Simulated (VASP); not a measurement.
# GaSe (P6_3/mmc) in VASP: notebook

The runs below take GaSe through single point, relaxation of cell and atoms, with PBE+D3(BJ).

Program: VASP 6.6.1. These are calculated values, not measurements. Logs are shortened: lines on timing, memory, paths and dates and some standing lists are left out, and cuts for length are marked.

## 1. The cell of the first run

It takes space group P6_3/mmc (No. 194, hexagonal). The conventional cell has a = 3.769 Å, b = 3.769 Å, c = 15.965 Å, α = 90.00°, β = 90.00°, γ = 120.00°. Ga (site symmetry 3m) has 1 Ga at 2.44 Å and 3 Se at 2.47 Å within 3.2 Å. Within 3.3 Å of Se (site symmetry 3m) lie 3 Ga at 2.47 Å.

## 2. Single point, PBE+D3(BJ)

The input, INCAR:

```
PREC = Accurate
ENCUT = 500
EDIFF = 1E-6
ISMEAR = 0
SIGMA = 0.02
LREAL = False
LASPH = True
NELM = 120
ALGO = Normal
ISIF = 2
LWAVE = False
LCHARG = True
GGA = PE
IVDW = 12
LELF = True
LVHAR = True
NBANDS = 48
GGA_COMPAT = False
```

The input, KPOINTS:

```
regular mesh
0
Gamma
  9 9 2
```

The input, POSCAR:

```
GaSe
1.0
    3.7694983809      0.0000000000      0.0000000000
   -1.8847491905      3.2644813574      0.0000000000
    0.0000000000      0.0000000000     15.9651750239
Ga Se
4 4
Direct
    0.3333333333      0.6666666667      0.1734826700
    0.6666666667      0.3333333333      0.6734826700
    0.3333333333      0.6666666667      0.3265173300
    0.6666666667      0.3333333333      0.8265173300
    0.3333333333      0.6666666667      0.5996966666
    0.6666666667      0.3333333333      0.0996966666
    0.3333333333      0.6666666667      0.9003033334
    0.6666666667      0.3333333333      0.4003033334
```

Potentials or basis: VASP PAW PBE potentials, release 64 (Ga_d, Se).

Started as:

```sh
$ cat potpaw_PBE.64/Ga_d/POTCAR potpaw_PBE.64/Se/POTCAR > POTCAR
$ mpirun -np 1 vasp_std > vasp.out
```

OUTCAR:

```text
PREC = Accurate
   ENCUT = 500
   EDIFF = 1E-6
   ISMEAR = 0
   LREAL = False
   LASPH = True
   NELM = 120
   ISIF = 2
   GGA = PE
   IVDW = 12
 IVDW          = 12

 ion  position               nearest neighbor table
   1  0.333  0.667  0.173-   3 2.44   6 2.47   6 2.47   6 2.47
   2  0.667  0.333  0.673-   4 2.44   5 2.47   5 2.47   5 2.47
   3  0.333  0.667  0.327-   1 2.44   8 2.47   8 2.47   8 2.47
   4  0.667  0.333  0.827-   2 2.44   7 2.47   7 2.47   7 2.47
   5  0.333  0.667  0.600-   2 2.47   2 2.47   2 2.47
   6  0.667  0.333  0.100-   1 2.47   1 2.47   1 2.47
   7  0.333  0.667  0.900-   4 2.47   4 2.47   4 2.47
   8  0.667  0.333  0.400-   3 2.47   3 2.47   3 2.47

  LATTYP: Found a hexagonal cell.
 ALAT       =     3.7694983809
 C/A-ratio  =     4.2353579736

  Lattice vectors:

 A1 = (   3.7694983809,   0.0000000000,   0.0000000000)
 A2 = (  -1.8847491905,   3.2644813574,   0.0000000000)
 A3 = (   0.0000000000,   0.0000000000,  15.9651750239)

Analysis of symmetry for initial positions (statically):
=====================================================================
 Subroutine PRICEL returns:
 Original cell was already a primitive cell.

 Routine SETGRP: Setting up the symmetry group for a
 hexagonal supercell.

 Subroutine GETGRP returns: Found 24 space group operations
 (whereof 12 operations were pure point group operations)
 out of a pool of 24 trial point group operations.

The static configuration has the point symmetry D_3d.
 The point group associated with its full space group is D_6h.

Analysis of symmetry for dynamics (positions and initial velocities):
=====================================================================
 Subroutine PRICEL returns:
 Original cell was already a primitive cell.

 Routine SETGRP: Setting up the symmetry group for a
 hexagonal supercell.

 Subroutine GETGRP returns: Found 24 space group operations
 (whereof 12 operations were pure point group operations)
 out of a pool of 24 trial point group operations.

The dynamic configuration has the point symmetry D_3d.
 The point group associated with its full space group is D_6h.

 Subroutine INISYM returns: Found 24 space group operations
 (whereof 12 operations are pure point group operations),
 and found     1 'primitive' translations

----------------------------------------------------------------------------------------

                                     Primitive cell

  volume of cell :     196.4588

  direct lattice vectors                    reciprocal lattice vectors
     3.769498381  0.000000000  0.000000000     0.265287287  0.153163687  0.000000000
    -1.884749191  3.264481357  0.000000000     0.000000000  0.306327373  0.000000000
     0.000000000  0.000000000 15.965175024     0.000000000  0.000000000  0.062636332

  length of vectors
     3.769498381  3.769498381 15.965175024     0.306327373  0.306327373  0.062636332

  position of ions in fractional coordinates (direct lattice)
     0.333333333  0.666666667  0.173482670
     0.666666667  0.333333333  0.673482670
     0.333333333  0.666666667  0.326517330
     0.666666667  0.333333333  0.826517330
     0.333333333  0.666666667  0.599696667
     0.666666667  0.333333333  0.099696667
     0.333333333  0.666666667  0.900303333
     0.666666667  0.333333333  0.400303333

  ion indices of the primitive-cell ions
   primitive index   ion index
                 1           1
                 2           2
                 3           3
                 4           4
                 5           5
                 6           6
                 7           7
                 8           8

----------------------------------------------------------------------------------------

 KPOINTS: regular mesh

Automatic generation of k-mesh.
 Grid dimensions read from file:
 generate k-points for:    9    9    2

 Generating k-lattice:

  Cartesian coordinates                     Fractional coordinates (reciprocal lattice)
     0.029476365  0.017018187  0.000000000     0.111111111 -0.000000000  0.000000000
     0.000000000  0.034036375  0.000000000     0.000000000  0.111111111  0.000000000
     0.000000000  0.000000000  0.031318166     0.000000000  0.000000000  0.500000000

  Length of vectors
     0.034036375  0.034036375  0.031318166

  Shift w.r.t. Gamma in fractional coordinates (k-lattice)
     0.000000000  0.000000000  0.000000000

 Subroutine IBZKPT returns following result:
 ===========================================

 Found     24 irreducible k-points:

 Following reciprocal coordinates:
            Coordinates               Weight
  0.000000  0.000000  0.000000      1.000000
  0.111111  0.000000  0.000000      6.000000
  0.222222  0.000000  0.000000      6.000000
  0.333333  0.000000  0.000000      6.000000
  0.444444  0.000000  0.000000      6.000000
  0.111111  0.111111  0.000000      6.000000
[... 16 lines left out ...]
  0.333333  0.222222  0.500000     12.000000
  0.333333  0.333333  0.500000      2.000000
   k-points           NKPTS =     24   k-points in BZ     NKDIM =     24   number of bands    NBANDS=     48
   number of dos      NEDOS =    301   number of ions     NIONS =      8
   total plane-waves  NPLWV =  94080
   dimension x,y,z NGX =    28 NGY =   28 NGZ =  120
   dimension x,y,z NGXF=    56 NGYF=   56 NGZF=  240
   ions per type =               4   4
   NGX,Y,Z   is equivalent  to a cutoff of  12.35, 12.35, 12.50 a.u.
   NGXF,Y,Z  is equivalent  to a cutoff of  24.70, 24.70, 24.99 a.u.
 SYSTEM =  unknown system
   PREC   = accura    normal or accurate (medium, high low for compatibility)
   ISTART =      0    job   : 0-new  1-cont  2-samecut
   ICHARG =      2    charge: 1-file 2-atom 10-const
   ISPIN  =      1    spin polarized calculation?
   LNONCOLLINEAR =      F non collinear calculations
   LSORBIT =      F    spin-orbit coupling
   LASPH  =      T    aspherical Exc in radial PAW
   ENCUT  =  500.0 eV  36.75 Ry    6.06 a.u.   6.87  6.87 29.11*2*pi/ulx,y,z
   NELM   =    120;   NELMIN=  2; NELMDL= -5     # of ELM steps
   EDIFF  = 0.1E-05   stopping-criterion for ELM
   LREAL  =      F    real-space projection
   EDIFFG = 0.1E-04   stopping-criterion for IOM
   NSW    =      0    number of steps for IOM
   IBRION =     -1    ionic relax: 0-MD 1-quasi-New 2-CG
   NFREE  =      0    steps in history (QN), initial steepest desc. (CG)
   ISIF   =      2    stress and relaxation
   ISYM   =      2    0-nonsym 1-usesym 2-fastsym
   POTIM  = 0.5000    time-step for ionic-motion
   TEBEG  =    0.0;   TEEND  =   0.0 temperature during run
   PSTRESS=    0.0 pullay stress
   NELECT =      76.0000    total number of electrons
   NUPDOWN=      -1.0000    fix difference up-down
   EMIN   =  10.00;   EMAX   =-10.00  energy-range for DOS
   EFERMI =   0.00;   METHOD = LEGACY
   ISMEAR =     0;   SIGMA  =   0.02  broadening in eV -4-tet -1-fermi 0-gaus
   EFERMI_NEDOS =   21; number of points for ismear=-14 and -15
   IALGO  =     38    algorithm
   IMIX   =      4    mixing-type and parameters
     AMIX     =   0.40;   BMIX     =  1.00
     AMIX_MAG =   1.60;   BMIX_MAG =  1.00
  volume/ion in A,a.u.               =      24.56       165.72
  Fermi-wavevector in a.u.,A,eV,Ry     =   1.192858  2.254175 19.359881  1.422911
  Thomas-Fermi vector in A             =   2.328887
   LORBIT       =      0    0 simple, 1 ext, 2 COOP (PROOUT), +10 PAW based schemes
   GGA     = PE    functional components
   LHFCALC =     F    Hartree Fock is set to
   AEXX    =    0.0000 exact exchange contribution
   IVDW    =    12    specifies the selected vdW correction
   LEPSILON=     F    determine dielectric tensor
   LRPA    =     F    only Hartree local field effects (RPA)
 non-spin polarized calculation
 Gauss-broadening in eV      SIGMA  =   0.02
  energy-cutoff  :      500.00
  volume of cell :      196.46
 maximum number of plane-waves:      5008
 NGX is ok and might be reduce to    28
   NGX = 13   NGY = 13   NGZ = 59

 number of electron      76.0000013 magnetization

 Free energy of the ion-electron system (eV)
  ---------------------------------------------------
  ext. energy  EPLUGINS =         0.00000000
  ---------------------------------------------------
  free energy    TOTEN  =       -30.23179581 eV

  energy without entropy =      -30.23179581  energy(sigma->0) =      -30.23179581

 E-fermi :   3.5765     XC(G=0):  -9.2464

 val. band max:        3.4250017444   @ k =   0.0000   0.0000   0.0000
 cond. band min:       4.2758581839   @ k =   0.0000   0.0000   0.0000
 fundamental gap:      0.8508564395
 Fermi energy:         3.5764606875

 k-point     1 :       0.0000    0.0000    0.0000
  band No.  band energies     occupation
      1     -11.7735      2.00000
      2     -11.7732      2.00000
      3     -11.6519      2.00000
      4     -11.6519      2.00000
      5     -11.6518      2.00000
      6     -11.6518      2.00000
[... 40 lines left out ...]
     47       8.6774      0.00000
     48       8.6947      0.00000

 k-point     2 :       0.1111    0.0000    0.0000
  band No.  band energies     occupation
      1     -11.7748      2.00000
      2     -11.7741      2.00000
      3     -11.6854      2.00000
      4     -11.6809      2.00000
      5     -11.6504      2.00000
      6     -11.6503      2.00000
[... 40 lines left out ...]
     47       8.2478      0.00000
     48       8.5715      0.00000

 k-point     3 :       0.2222    0.0000    0.0000
  band No.  band energies     occupation
      1     -11.7919      2.00000
      2     -11.7876      2.00000
      3     -11.7299      2.00000
      4     -11.7250      2.00000
      5     -11.6974      2.00000
      6     -11.6880      2.00000
[... 1060 lines left out ...]
     47       8.5838      0.00000
     48       8.5838      0.00000

 k-point    24 :       0.3333    0.3333    0.5000
  band No.  band energies     occupation
      1     -11.8556      2.00000
      2     -11.8556      2.00000
      3     -11.7821      2.00000
      4     -11.7821      2.00000
      5     -11.7365      2.00000
      6     -11.7365      2.00000
[... 40 lines left out ...]
     47       9.3941      0.00000
     48       9.3941      0.00000

------------------------ aborting loop because EDIFF is reached ----------------------------------------

 Edisp (eV)   -2.32306

 E8    (eV) :    -1.0206

  FORCE on cell =-STRESS in cart. coord.  units (eV):
  Direction    XX          YY          ZZ          XY          YZ          ZX
  --------------------------------------------------------------------------------------
  -------------------------------------------------------------------------------------
  Total       0.18879     0.18879     0.17781    -0.00000    -0.00000    -0.00000
  in kB       1.53967     1.53967     1.45011    -0.00000    -0.00000    -0.00000
  external pressure =        1.51 kB  Pullay stress =        0.00 kB

 VOLUME and BASIS-vectors are now :
 -----------------------------------------------------------------------------
  energy-cutoff  :      500.00
  volume of cell :      196.46
      direct lattice vectors                 reciprocal lattice vectors
     3.769498381  0.000000000  0.000000000     0.265287287  0.153163687  0.000000000
    -1.884749191  3.264481357  0.000000000     0.000000000  0.306327373  0.000000000
     0.000000000  0.000000000 15.965175024     0.000000000  0.000000000  0.062636332

 POSITION                                       TOTAL-FORCE (eV/Angst)
 -----------------------------------------------------------------------------------
     -0.00000      2.17632      2.76968        -0.000000      0.000000      0.018074
      1.88475      1.08816     10.75227         0.000000     -0.000000      0.018074
     -0.00000      2.17632      5.21291        -0.000000      0.000000     -0.018074
      1.88475      1.08816     13.19549        -0.000000      0.000000     -0.018074
     -0.00000      2.17632      9.57426        -0.000000     -0.000000     -0.028626
      1.88475      1.08816      1.59167        -0.000000      0.000000     -0.028626
     -0.00000      2.17632     14.37350        -0.000000     -0.000000      0.028626
      1.88475      1.08816      6.39091        -0.000000      0.000000      0.028626
 -----------------------------------------------------------------------------------
    total drift:                               -0.000000      0.000000      0.000000

  FREE ENERGIE OF THE ION-ELECTRON SYSTEM (eV)
  ---------------------------------------------------
  free  energy   TOTEN  =       -32.5548531270 eV

  energy  without entropy=      -32.5548531270  energy(sigma->0) =      -32.55485313
```

Run time: 1.9 min. Hardware: 1 thread of Intel Xeon 6975P-C (Granite Rapids), shared host; peak memory 0.39 GiB.

What came out:

* Free energy: -32.5549 eV
* Pressure: 0.2 GPa
* Largest force: 0.029 eV/Å
* Band gap on the k mesh: 0.85 eV
* Dispersion energy per atom: -0.290 eV

Forces on the atoms (eV/Å):
```
Ga   0.000  0.000  0.018
Ga   0.000  0.000  0.018
Ga   0.000  0.000 -0.018
Ga   0.000  0.000 -0.018
Se   0.000  0.000 -0.029
Se   0.000  0.000 -0.029
Se   0.000  0.000  0.029
Se   0.000  0.000  0.029
```

Levels at points of the mesh, in eV from the valence-band top:
| k point | band 35 | band 36 | band 37 | band 38 | band 39 | band 40 | band 41 | band 42 |
| --- | --- | --- | --- | --- | --- | --- | --- | --- |
| (0.00, 0.00, 0.00) | -1.33 | -1.21 | -1.21 | 0.00 | 0.85 | 1.85 | 2.11 | 2.24 |
| (0.00, 0.00, 0.50) | -1.25 | -1.25 | -0.90 | -0.90 | 1.51 | 1.51 | 2.16 | 2.16 |

A k mesh can miss the band edges.

## 3. Relaxation of cell and atoms, PBE+D3(BJ)

The input, INCAR:

```
ALGO = Normal
EDIFF = 1E-7
EDIFFG = -0.005
ENCUT = 500
GGA = PE
GGA_COMPAT = F
IBRION = 2
ISIF = 3
ISMEAR = 0
IVDW = 12
LASPH = T
LCHARG = F
LREAL = F
LWAVE = F
NELM = 120
NELMIN = 4
NSW = 100
PREC = Accurate
SIGMA = 0.02
```

The input, KPOINTS:

```
k-points
0
Gamma
  9 9 2
```

The input, POSCAR:

```
GaSe
1.0
    3.7726577365      0.0000000000      0.0000000000
   -1.8863288683      3.2672174396      0.0000000000
    0.0000000000      0.0000000000     15.9353557803
Ga Se
4 4
Direct
    0.3333333333      0.6666666667      0.1733701505
    0.6666666667      0.3333333333      0.6733701505
    0.3333333333      0.6666666667      0.3266298495
    0.6666666667      0.3333333333      0.8266298495
    0.3333333333      0.6666666667      0.5995879942
    0.6666666667      0.3333333333      0.0995879942
    0.3333333333      0.6666666667      0.9004120058
    0.6666666667      0.3333333333      0.4004120058
```

Potentials or basis: VASP PAW PBE potentials, release 64 (Ga_d, Se).

Started as:

```sh
$ cat potpaw_PBE.64/Ga_d/POTCAR potpaw_PBE.64/Se/POTCAR > POTCAR
$ mpirun -np 1 vasp_std > vasp.out
```

It took 8.5 min on 1 thread of Intel Xeon 6975P-C (Granite Rapids), shared host; peak memory 0.4 GiB.

It converged, with:

| Quantity | Value |
| --- | --- |
| Free energy | -32.5551 eV |
| Relaxed volume | 24.58 Å³/atom |
| Relaxed cell | a = 3.772 Å, b = 3.772 Å, c = 15.964 Å, α = 90.00°, β = 90.00°, γ = 120.00° |
| Space group after relaxing (to 0.1 Å) | P6_3/mmc (No. 194) |
| Energy gained by relaxing | 0.0 meV/atom |
| Ionic steps | 8 |
| Pressure after relaxing | 0.0 GPa |
| Band gap on the k mesh | 0.84 eV |
| Dispersion energy per atom | -0.290 eV |

The path:
```
step  energy change (eV)  largest force (eV/Å)  pressure (GPa)  volume (Å³)
   1              0.0000                0.0313            0.11       196.42
   2             -0.0003                0.0068           -0.07       196.91
   3             -0.0003                0.0023           -0.03       196.80
   4             -0.0003                0.0045           -0.03       196.72
   5             -0.0003                0.0080           -0.01       196.67
   6             -0.0003                0.0073           -0.01       196.68
   7             -0.0003                0.0068            0.00       196.69
   8             -0.0003                0.0013            0.00       196.66
```

Final structure:
```
CELL_PARAMETERS angstrom
3.77159 0.00000 0.00000
-1.88579 3.26629 0.00000
0.00000 0.00000 15.96380
ATOMIC_POSITIONS crystal
Ga 0.33333 0.66667 0.17344
Ga 0.66667 0.33333 0.67344
Ga 0.33333 0.66667 0.32656
Ga 0.66667 0.33333 0.82656
Se 0.33333 0.66667 0.59948
Se 0.66667 0.33333 0.09948
Se 0.33333 0.66667 0.90052
Se 0.66667 0.33333 0.40052
```

Levels at points of the mesh, in eV from the valence-band top:
```tsv
k point	band 34	band 35	band 36	band 37	band 38	band 39	band 40	band 41	band 42	band 43
(0.00, 0.00, 0.00)	-1.33	-1.33	-1.20	-1.20	0.00	0.84	1.86	2.11	2.24	3.90
(0.00, 0.00, 0.50)	-1.24	-1.24	-1.24	-0.91	-0.91	1.51	1.51	2.16	2.16	3.94
```

## 4. Single point, PBE+D3(BJ)

This run uses another cell than the first one, of 24.13 Å³/atom.

The input, INCAR:

```
ALGO = Normal
EDIFF = 1E-6
ENCUT = 500
GGA = PE
GGA_COMPAT = F
ISIF = 2
ISMEAR = 0
IVDW = 12
LASPH = T
LCHARG = F
LREAL = F
LWAVE = F
NBANDS = 48
NELM = 120
PREC = Accurate
SIGMA = 0.1
```

The input, KPOINTS:

```
k-points
0
Gamma
  6 6 1
```

The input, POSCAR:

```
GaSe
1.0
    3.7420000000      0.0000000000      0.0000000000
   -1.8710000000      3.2406670610      0.0000000000
    0.0000000000      0.0000000000     15.9190000000
Ga Se
4 4
Direct
    0.3333333333      0.6666666667      0.1770000000
    0.6666666667      0.3333333333      0.6770000000
    0.3333333333      0.6666666667      0.3230000000
    0.6666666667      0.3333333333      0.8230000000
    0.3333333333      0.6666666667      0.6000000000
    0.6666666667      0.3333333333      0.1000000000
    0.3333333333      0.6666666667      0.9000000000
    0.6666666667      0.3333333333      0.4000000000
```

Started as:

```sh
$ cat potpaw_PBE.64/Ga_d/POTCAR potpaw_PBE.64/Se/POTCAR > POTCAR
$ mpirun -np 1 vasp_std > vasp.out
```

It took 40 s on 1 thread of Intel Xeon 6975P-C (Granite Rapids), shared host; peak memory 0.31 GiB.

The run converged. Its results:

| Property | Result |
| --- | --- |
| Free energy | -32.3787 eV |
| Pressure | 1.1 GPa |
| Largest force | 1.213 eV/Å |
| Band gap on the k mesh | 1.20 eV |
| Dispersion energy per atom | -0.296 eV |

Forces on the atoms (eV/Å):
```
Ga   0.000  0.000 -1.213
Ga   0.000  0.000 -1.213
Ga   0.000  0.000  1.213
Ga   0.000  0.000  1.213
Se   0.000  0.000  0.243
Se   0.000  0.000  0.243
Se   0.000  0.000 -0.243
Se   0.000  0.000 -0.243
```

Stress tensor (GPa, compression positive):
```
0.20 0.00 0.00
0.00 0.20 0.00
0.00 0.00 2.94
```

Levels at points of the mesh, in eV from the valence-band top:
| k point | band 35 | band 36 | band 37 | band 38 | band 39 | band 40 | band 41 | band 42 |
| --- | --- | --- | --- | --- | --- | --- | --- | --- |
| (0.00, 0.00, 0.00) | -1.05 | -0.91 | -0.91 | 0.00 | 1.20 | 2.22 | 2.49 | 2.57 |
| (0.50, 0.00, 0.00) | -2.31 | -2.13 | -2.08 | -1.92 | 1.24 | 1.30 | 1.92 | 2.09 |

Caveat: forces of over 1 eV/Å act on the atoms, so gaps and moduli don't describe the material at rest.

## 5. The runs side by side

| task | cell | k mesh | smearing | gap on the mesh (eV) | pressure (GPa) | largest force (eV/Å) |
| --- | --- | --- | --- | --- | --- | --- |
| single point | a = 3.769, b = 3.769, c = 15.965 Å, angles 90.0, 90.0, 120.0°, 8 atoms, atomic positions A | 9 × 9 × 2 | gaussian 0.02 eV | 0.85 | 0.2 | 0.03 |
| relaxation of cell and atoms | relaxed from a = 3.773, b = 3.773, c = 15.935 Å, angles 90.0, 90.0, 120.0°, 8 atoms, atomic positions B | 9 × 9 × 2 | gaussian 0.02 eV | 0.84 | 0.0 | - |
| single point | a = 3.742, b = 3.742, c = 15.919 Å, angles 90.0, 90.0, 120.0°, 8 atoms, atomic positions C | 6 × 6 × 1 | gaussian 0.1 eV | 1.20 | 1.1 | 1.21 |

Alike in all rows: level PBE+D3(BJ); potentials or basis VASP PAW PBE potentials, release 64 (Ga_d, Se); no spin polarisation; cutoff (eV) 500.

Caveats: forces of over 1 eV/Å act on the atoms, so gaps and moduli don't describe the material at rest (at least some runs).

Total energies depend on the potentials used, so only differences within one code and one set of settings carry meaning.
